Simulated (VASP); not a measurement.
# Rb (P6_3/mmc) in VASP: notebook

Rb is run at these levels: BLYP; tasks: single point.

All numbers are computed with VASP 6.6.1; they aren't measurements. Logs are shortened: lines on timing, memory, paths and dates and some standing lists are left out, and cuts for length are marked.

### 1 The cell of the first run

It takes space group P6_3/mmc (No. 194, hexagonal). The conventional cell has a = 5.116 Å, b = 5.116 Å, c = 16.880 Å, α = 90.00°, β = 90.00°, γ = 120.00°.

This isn't the form of Rb at room conditions, which is bcc.

### 2 Single point, BLYP (95.64 Å³/atom)

INCAR

```
SYSTEM = Rb
  AGGAC = 1.0
  AGGAX = 1.0
  ALDAC = 0.0
  ALDAX = 1.0
  ALGO = Normal
  EDIFF = 1E-7
  ENCUT = 520
  GGA = B5
  ISIF = 2
  ISMEAR = -1
  LASPH = .True.
  LCHARG = .False.
  LREAL = .False.
  LWAVE = .False.
  NBANDS = 26
  NELM = 60
  PREC = Accurate
  SIGMA = 0.1
```

KPOINTS

```
k-points
0
Gamma
  8 8 3
  0 0 0
```

POSCAR

```
Rb
1.0
    5.1157017774      0.0000000000      0.0000000000
   -2.5578508887      4.4303276974      0.0000000000
    0.0000000000      0.0000000000     16.8798798221
Rb
4
Direct
    1.0000000000      1.0000000000      0.0000000000
    1.0000000000      0.0000000000      0.5000000000
    0.3333333333      0.6666666667      0.2500000000
    0.6666666667      0.3333333333      0.7500000000
```

Potentials or basis: VASP PAW PBE potentials, release 64 (Rb_sv).

Launch:

```
> cat potpaw_PBE.64/Rb_sv/POTCAR > POTCAR
> mpirun -np 1 vasp_std > vasp.out
```

OUTCAR:

```text
SYSTEM = Rb
   EDIFF = 1E-7
   ENCUT = 520
   GGA = B5
   ISIF = 2
   ISMEAR = -1
   LASPH = .True.
   LREAL = .False.
   NELM = 60
   PREC = Accurate

 ion  position               nearest neighbor table
   1  0.000  0.000  0.000-   3 5.15   4 5.15   3 5.15   4 5.15   4 5.15   3 5.15
   2  0.000  0.000  0.500-   3 5.15   4 5.15   3 5.15   4 5.15   4 5.15   3 5.15
   3  0.333  0.667  0.250-   1 5.15   2 5.15   1 5.15   2 5.15   1 5.15   2 5.15
   4  0.667  0.333  0.750-   1 5.15   2 5.15   1 5.15   2 5.15   1 5.15   2 5.15

  LATTYP: Found a hexagonal cell.
 ALAT       =     5.1157017774
 C/A-ratio  =     3.2996215488

  Lattice vectors:

 A1 = (   5.1157017774,   0.0000000000,   0.0000000000)
 A2 = (  -2.5578508887,   4.4303276974,   0.0000000000)
 A3 = (   0.0000000000,   0.0000000000,  16.8798798221)

Analysis of symmetry for initial positions (statically):
=====================================================================
 Subroutine PRICEL returns:
 Original cell was already a primitive cell.

 Routine SETGRP: Setting up the symmetry group for a
 hexagonal supercell.

 Subroutine GETGRP returns: Found 24 space group operations
 (whereof 12 operations were pure point group operations)
 out of a pool of 24 trial point group operations.

The static configuration has the point symmetry D_3d.
 The point group associated with its full space group is D_6h.

Analysis of symmetry for dynamics (positions and initial velocities):
=====================================================================
 Subroutine PRICEL returns:
 Original cell was already a primitive cell.

 Routine SETGRP: Setting up the symmetry group for a
 hexagonal supercell.

 Subroutine GETGRP returns: Found 24 space group operations
 (whereof 12 operations were pure point group operations)
 out of a pool of 24 trial point group operations.

The dynamic configuration has the point symmetry D_3d.
 The point group associated with its full space group is D_6h.

 Subroutine INISYM returns: Found 24 space group operations
 (whereof 12 operations are pure point group operations),
 and found     1 'primitive' translations

----------------------------------------------------------------------------------------

                                     Primitive cell

  volume of cell :     382.5696

  direct lattice vectors                    reciprocal lattice vectors
     5.115701777  0.000000000  0.000000000     0.195476602  0.112858469  0.000000000
[... 85 lines left out ...]
   EDIFF  = 0.1E-06   stopping-criterion for ELM
   LREAL  =      F    real-space projection
   EDIFFG = 0.1E-05   stopping-criterion for IOM
   NSW    =      0    number of steps for IOM
   IBRION =     -1    ionic relax: 0-MD 1-quasi-New 2-CG
   NFREE  =      0    steps in history (QN), initial steepest desc. (CG)
   ISIF   =      2    stress and relaxation
   ISYM   =      2    0-nonsym 1-usesym 2-fastsym
   POTIM  = 0.5000    time-step for ionic-motion
   TEBEG  =    0.0;   TEEND  =   0.0 temperature during run
   PSTRESS=    0.0 pullay stress
   NELECT =      36.0000    total number of electrons
   NUPDOWN=      -1.0000    fix difference up-down
   EMIN   =  10.00;   EMAX   =-10.00  energy-range for DOS
   EFERMI =   0.00;   METHOD = LEGACY
   ISMEAR =    -1;   SIGMA  =   0.10  broadening in eV -4-tet -1-fermi 0-gaus
   EFERMI_NEDOS =   21; number of points for ismear=-14 and -15
   IALGO  =     38    algorithm
   IMIX   =      4    mixing-type and parameters
     AMIX     =   0.40;   BMIX     =  1.00
     AMIX_MAG =   1.60;   BMIX_MAG =  1.00
  volume/ion in A,a.u.               =      95.64       645.43
  Fermi-wavevector in a.u.,A,eV,Ry     =   0.744627  1.407141  7.544016  0.554470
  Thomas-Fermi vector in A             =   1.840023
   LORBIT       =      0    0 simple, 1 ext, 2 COOP (PROOUT), +10 PAW based schemes
   GGA     = B5    functional components
   LHFCALC =     F    Hartree Fock is set to
   AEXX    =    0.0000 exact exchange contribution
   IVDW    =     0    specifies the selected vdW correction
   LEPSILON=     F    determine dielectric tensor
   LRPA    =     F    only Hartree local field effects (RPA)
 non-spin polarized calculation
  energy-cutoff  :      520.00
  volume of cell :      382.57
 maximum number of plane-waves:     10383
 NGX is ok and might be reduce to    40
   NGX = 19   NGY = 19   NGZ = 63

 number of electron      36.0000000 magnetization

 Free energy of the ion-electron system (eV)
  ---------------------------------------------------
  ext. energy  EPLUGINS =         0.00000000
  ---------------------------------------------------
  free energy    TOTEN  =        -2.48231709 eV

  energy without entropy =       -2.35516973  energy(sigma->0) =       -2.41874341

 E-fermi :   0.3192     XC(G=0):  -4.9438

 val. band max:        0.2894170781   @ k =   0.2500   0.2500   0.3333
 cond. band min:       0.3578416496   @ k =   0.5000   0.0000   0.0000
 fundamental gap:      0.0684245715
 Fermi energy:         0.3192434160

 k-point     1 :       0.0000    0.0000    0.0000
  band No.  band energies     occupation
      1     -28.7006      2.00000
      2     -28.6996      2.00000
      3     -28.6987      2.00000
      4     -28.6977      2.00000
      5     -12.8796      2.00000
      6     -12.8421      2.00000
[... 569 lines left out ...]
     25       1.9202      0.00000
     26       2.0666      0.00000

------------------------ aborting loop because EDIFF is reached ----------------------------------------

  FORCE on cell =-STRESS in cart. coord.  units (eV):
  Direction    XX          YY          ZZ          XY          YZ          ZX
  --------------------------------------------------------------------------------------
  -------------------------------------------------------------------------------------
  Total        0.0815704      0.0815704     -0.0807182     -0.0000000     -0.0000000      0.0000000
  in kB        0.3416118      0.3416118     -0.3380428     -0.0000000     -0.0000000      0.0000000
  external PRESSURE =       0.1150602 kB  Pullay stress =       0.0000000 kB

 VOLUME and BASIS-vectors are now :
 -----------------------------------------------------------------------------
  energy-cutoff  :      520.00
  volume of cell :      382.57
      direct lattice vectors                 reciprocal lattice vectors
     5.115701777  0.000000000  0.000000000     0.195476602  0.112858469  0.000000000
    -2.557850889  4.430327697  0.000000000     0.000000000  0.225716938  0.000000000
     0.000000000  0.000000000 16.879879822     0.000000000  0.000000000  0.059242128

 POSITION                                       TOTAL-FORCE (eV/Angst)
 -----------------------------------------------------------------------------------
      0.00000      0.00000      0.00000        -0.000000      0.000000     -0.000000
      0.00000      0.00000      8.43994        -0.000000      0.000000     -0.000000
     -0.00000      2.95355      4.21997        -0.000000      0.000000      0.000000
      2.55785      1.47678     12.65991         0.000000     -0.000000     -0.000000
 -----------------------------------------------------------------------------------
    total drift:                                0.000000     -0.000000      0.000000

  FREE ENERGIE OF THE ION-ELECTRON SYSTEM (eV)
  ---------------------------------------------------
  free  energy   TOTEN  =        -2.4823170872 eV

  energy  without entropy=       -2.3551697291  energy(sigma->0) =       -2.41874341
```

It took 7.4 min on 1 thread of Oxide Virtual Turin-like, shared host; peak memory 0.49 GiB.

Results:

```yaml
Free_energy: -2.4823 eV
Pressure: 0.0 GPa
Band_gap_on_the_k_mesh: zero (bands 18 and 19 overlap by 1.85 eV)
```

Levels at points of the mesh, in eV from the Fermi level:
```csv
k point,band 14,band 15,band 16,band 17,band 18,band 19,band 20,band 21,band 22,band 23
"(0.00, 0.00, 0.00)",-13.12,-13.12,-13.12,-1.90,-1.26,-1.26,0.04,0.75,2.21,2.22
"(0.50, 0.00, 0.00)",-13.14,-13.13,-13.13,0.04,0.25,0.39,0.54,0.94,0.95,1.50
```

Caveat: the PAW data sets were made with another functional, which shifts forces and pressure a little.

(Part 1 of 2 ends here.)

The gap in the log of VASP goes by the Fermi energy; the results here count the filled bands.